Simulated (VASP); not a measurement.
# Sc2SnS (P-6m2) in VASP: single point with PBE

Aim: the single point of Sc2SnS with PBE.

All numbers are computed with VASP 6.6.1; they aren't measurements. Logs are shortened: lines on timing, memory, paths and dates and some standing lists are left out, and cuts for length are marked.

**1. The cell of the first run**

Symmetry: P-6m2, No. 187, hexagonal system. Conventional cell: a = 3.548 Å, b = 3.548 Å, c = 7.716 Å, α = 90.00°, β = 90.00°, γ = 120.00°. Sc (site symmetry 3m) has 3 S at 2.61 Å and 3 Sn at 3.04 Å and 1 Sc at 3.22 Å within 3.4 Å. Within 4.0 Å of Sn (site symmetry -6m2) lie 6 Sc at 3.04 Å and 6 Sn at 3.55 Å. S (site symmetry -6m2) has 6 Sc at 2.61 Å within 3.4 Å.

The cell was built from a structure type or drawn by symmetry, and may not be a known phase.

**2. Single point, PBE**

The input, INCAR:

```
SYSTEM = Sc2SnS
PREC = Accurate
ENCUT = 520
EDIFF = 1E-6
ISMEAR = 0
SIGMA = 0.1
LREAL = .False.
LASPH = .True.
NELM = 80
ALGO = Normal
ISIF = 2
LWAVE = .False.
LCHARG = .False.
GGA = PE
NBANDS = 29
```

The input, KPOINTS:

```
Automatic mesh
0
Gamma
  18 18 6
  0 0 0
```

The input, POSCAR:

```
Sc2SnS
1.0
    3.5477235786      0.0000000000      0.0000000000
   -1.7738617893      3.0724187446      0.0000000000
    0.0000000000      0.0000000000      7.7162879418
Sc Sn S
2 1 1
Direct
    0.6666666667      0.3333333333      0.2088525186
    0.6666666667      0.3333333333      0.7911474814
    0.0000000000      0.0000000000      0.5000000000
    0.3333333333      0.6666666667      0.0000000000
```

Potentials or basis: VASP PAW PBE potentials, release 64 (Sc_sv, Sn_d, S).

The run is started by

```bash
$ cat potpaw_PBE.64/Sc_sv/POTCAR potpaw_PBE.64/Sn_d/POTCAR potpaw_PBE.64/S/POTCAR > POTCAR
$ mpirun -np 1 vasp_std > vasp.out
```

OUTCAR:

```text
SYSTEM = Sc2SnS
   PREC = Accurate
   ENCUT = 520
   EDIFF = 1E-6
   ISMEAR = 0
   LREAL = .False.
   LASPH = .True.
   NELM = 80
   ISIF = 2
   GGA = PE

 ion  position               nearest neighbor table
   1  0.667  0.333  0.209-   4 2.61   4 2.61   4 2.61   3 3.04   3 3.04   3 3.04   2 3.22
   2  0.667  0.333  0.791-   4 2.61   4 2.61   4 2.61   3 3.04   3 3.04   3 3.04   1 3.22
   3  0.000  0.000  0.500-   1 3.04   2 3.04   1 3.04   2 3.04   1 3.04   2 3.04
   4  0.333  0.667  0.000-   1 2.61   2 2.61   1 2.61   2 2.61   1 2.61   2 2.61

  LATTYP: Found a hexagonal cell.
 ALAT       =     3.5477235786
 C/A-ratio  =     2.1749969441

  Lattice vectors:

 A1 = (   3.5477235786,   0.0000000000,   0.0000000000)
 A2 = (  -1.7738617893,   3.0724187446,   0.0000000000)
 A3 = (   0.0000000000,   0.0000000000,   7.7162879418)

Analysis of symmetry for initial positions (statically):
=====================================================================
 Subroutine PRICEL returns:
 Original cell was already a primitive cell.

 Routine SETGRP: Setting up the symmetry group for a
 hexagonal supercell.

 Subroutine GETGRP returns: Found 12 space group operations
 (whereof 12 operations were pure point group operations)
 out of a pool of 24 trial point group operations.

The static configuration has the point symmetry D_3h.

Analysis of symmetry for dynamics (positions and initial velocities):
=====================================================================
 Subroutine PRICEL returns:
 Original cell was already a primitive cell.

 Routine SETGRP: Setting up the symmetry group for a
 hexagonal supercell.

 Subroutine GETGRP returns: Found 12 space group operations
 (whereof 12 operations were pure point group operations)
 out of a pool of 24 trial point group operations.

The dynamic configuration has the point symmetry D_3h.

 Subroutine INISYM returns: Found 12 space group operations
 (whereof 12 operations are pure point group operations),
 and found     1 'primitive' translations

----------------------------------------------------------------------------------------

                                     Primitive cell

  volume of cell :      84.1083

  direct lattice vectors                    reciprocal lattice vectors
     3.547723579  0.000000000  0.000000000     0.281870889  0.162738234  0.000000000
    -1.773861789  3.072418745  0.000000000     0.000000000  0.325476468  0.000000000
     0.000000000  0.000000000  7.716287942     0.000000000  0.000000000  0.129595993

[... 88 lines left out ...]
   LREAL  =      F    real-space projection
   EDIFFG = 0.1E-04   stopping-criterion for IOM
   NSW    =      0    number of steps for IOM
   IBRION =     -1    ionic relax: 0-MD 1-quasi-New 2-CG
   NFREE  =      0    steps in history (QN), initial steepest desc. (CG)
   ISIF   =      2    stress and relaxation
   ISYM   =      2    0-nonsym 1-usesym 2-fastsym
   POTIM  = 0.5000    time-step for ionic-motion
   TEBEG  =    0.0;   TEEND  =   0.0 temperature during run
   PSTRESS=    0.0 pullay stress
   NELECT =      42.0000    total number of electrons
   NUPDOWN=      -1.0000    fix difference up-down
   EMIN   =  10.00;   EMAX   =-10.00  energy-range for DOS
   EFERMI =   0.00;   METHOD = LEGACY
   ISMEAR =     0;   SIGMA  =   0.10  broadening in eV -4-tet -1-fermi 0-gaus
   EFERMI_NEDOS =   21; number of points for ismear=-14 and -15
   IALGO  =     38    algorithm
   IMIX   =      4    mixing-type and parameters
     AMIX     =   0.40;   BMIX     =  1.00
     AMIX_MAG =   1.60;   BMIX_MAG =  1.00
  volume/ion in A,a.u.               =      21.03       141.90
  Fermi-wavevector in a.u.,A,eV,Ry     =   1.298808  2.454392 22.951709  1.686903
  Thomas-Fermi vector in A             =   2.430113
   LORBIT       =      0    0 simple, 1 ext, 2 COOP (PROOUT), +10 PAW based schemes
   GGA     = PE    functional components
   LHFCALC =     F    Hartree Fock is set to
   AEXX    =    0.0000 exact exchange contribution
   IVDW    =     0    specifies the selected vdW correction
   LEPSILON=     F    determine dielectric tensor
   LRPA    =     F    only Hartree local field effects (RPA)
 non-spin polarized calculation
 Gauss-broadening in eV      SIGMA  =   0.10
  energy-cutoff  :      520.00
  volume of cell :       84.11
 maximum number of plane-waves:      2309
 NGX is ok and might be reduce to    28
   NGX = 13   NGY = 13   NGZ = 29

 number of electron      41.9999997 magnetization

 Free energy of the ion-electron system (eV)
  ---------------------------------------------------
  ext. energy  EPLUGINS =         0.00000000
  ---------------------------------------------------
  free energy    TOTEN  =       -25.22678562 eV

  energy without entropy =      -25.20855288  energy(sigma->0) =      -25.21766925

 E-fermi :   6.8591     XC(G=0): -10.5287

 val. band max:        6.8582444359   @ k =   0.3889   0.0556   0.3333
 cond. band min:       6.8673681907   @ k =   0.3333   0.0556   0.5000
 fundamental gap:      0.0091237548
 Fermi energy:         6.8591090415

 k-point     1 :       0.0000    0.0000    0.0000
  band No.  band energies     occupation
      1     -42.9904      2.00000
      2     -42.9768      2.00000
      3     -21.6988      2.00000
      4     -21.6115      2.00000
      5     -21.6115      2.00000
      6     -21.5960      2.00000
[... 757 lines left out ...]
     28       9.6644      0.00000
     29       9.9799      0.00000

 [... further k-points ...]

------------------------ aborting loop because EDIFF is reached ----------------------------------------

  FORCE on cell =-STRESS in cart. coord.  units (eV):
  Direction    XX          YY          ZZ          XY          YZ          ZX
  --------------------------------------------------------------------------------------
  -------------------------------------------------------------------------------------
  Total        0.0489138      0.0489138      0.0652626      0.0000000      0.0000000      0.0000000
  in kB        0.9317589      0.9317589      1.2431872      0.0000000      0.0000000      0.0000000
  external PRESSURE =       1.0355683 kB  Pullay stress =       0.0000000 kB

 VOLUME and BASIS-vectors are now :
 -----------------------------------------------------------------------------
  energy-cutoff  :      520.00
  volume of cell :       84.11
      direct lattice vectors                 reciprocal lattice vectors
     3.547723579  0.000000000  0.000000000     0.281870889  0.162738234  0.000000000
    -1.773861789  3.072418745  0.000000000     0.000000000  0.325476468  0.000000000
     0.000000000  0.000000000  7.716287942     0.000000000  0.000000000  0.129595993

 POSITION                                       TOTAL-FORCE (eV/Angst)
 -----------------------------------------------------------------------------------
      1.77386      1.02414      1.61157         0.000000      0.000000      0.028519
      1.77386      1.02414      6.10472         0.000000      0.000000     -0.028519
      0.00000      0.00000      3.85814        -0.000000      0.000000      0.000000
     -0.00000      2.04828      0.00000        -0.000000      0.000000      0.000000
 -----------------------------------------------------------------------------------
    total drift:                               -0.000000      0.000000      0.000000

  FREE ENERGIE OF THE ION-ELECTRON SYSTEM (eV)
  ---------------------------------------------------
  free  energy   TOTEN  =       -25.2267856220 eV

  energy  without entropy=      -25.2085528803  energy(sigma->0) =      -25.21766925
```

It took 7.5 min on 1 thread of AMD EPYC 7R43 (Zen 3), shared host; peak memory 0.43 GiB.

Results:

```
Free energy            : -25.2268 eV
Pressure               : 0.1 GPa
Largest force          : 0.029 eV/Å
Band gap on the k mesh : zero (bands 21 and 22 overlap by 1.07 eV)
```

Forces on the atoms (eV/Å):
```
Sc   0.000  0.000  0.029
Sc   0.000  0.000 -0.029
Sn   0.000  0.000  0.000
S    0.000  0.000  0.000
```

Levels at points of the mesh, in eV from the Fermi level:
```
           k point  band 19  band 20  band 21  band 22  band 23  band 24
(0.00, 0.00, 0.00)    -2.05    -1.12     0.80     0.80     1.06     1.06
(0.50, 0.00, 0.00)    -3.73    -1.92    -0.79    -0.08     1.14     1.77
(0.00, 0.00, 0.50)    -3.34    -0.12     0.59     0.59     1.10     1.10
(0.50, 0.00, 0.50)    -3.69    -1.81    -0.66     0.00     0.71     1.53
```

Caveat: spin-orbit coupling is left out, which moves the levels of the heavy elements.
